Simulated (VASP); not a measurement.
A run of VASP 6.6.1 is set up as follows.

INCAR

```
SYSTEM = P
PREC = Accurate ; ENCUT = 520
EDIFF = 1E-6 ; ISMEAR = 0
SIGMA = 0.05 ; LREAL = .False.
LASPH = .True. ; NELM = 100
ALGO = Normal ; ISIF = 2
LWAVE = .False. ; LCHARG = .False.
GGA = PE ; NBANDS = 18
```

KPOINTS

```
Automatic mesh
0
Gamma
  12 12 8
  0 0 0
```

Contents of POSCAR:

```
P
1.0
    1.6326078500     -4.8293175000      0.0000000000
    1.6326078500      4.8293175000      0.0000000000
    0.0000000000      0.0000000000      4.5257226000
P
4
Direct
    0.0950919575      0.9049080425      0.9666502942
    0.5950919575      0.4049080425      0.5333497058
    0.9049080425      0.0950919575      0.0333497058
    0.4049080425      0.5950919575      0.4666502942
```

Potentials or basis: VASP PAW PBE potentials, release 64 (P).

Run with:

```bash
$ cat potpaw_PBE.64/P/POTCAR > POTCAR
$ mpirun -np 1 vasp_std > vasp.out
```

(1) Predict the pressure.

(2) Predict the largest force.

(3) Predict the band gap on the k mesh.

Answers

(1) 17.2 GPa.

(2) 7.553 eV/Å.

(3) zero (bands 10 and 11 overlap by 2.17 eV).

Caveat: the cell differs from its parent crystal (strained); the cell stands under pressure; forces of over 1 eV/Å act on the atoms, so gaps and moduli don't describe the material at rest.
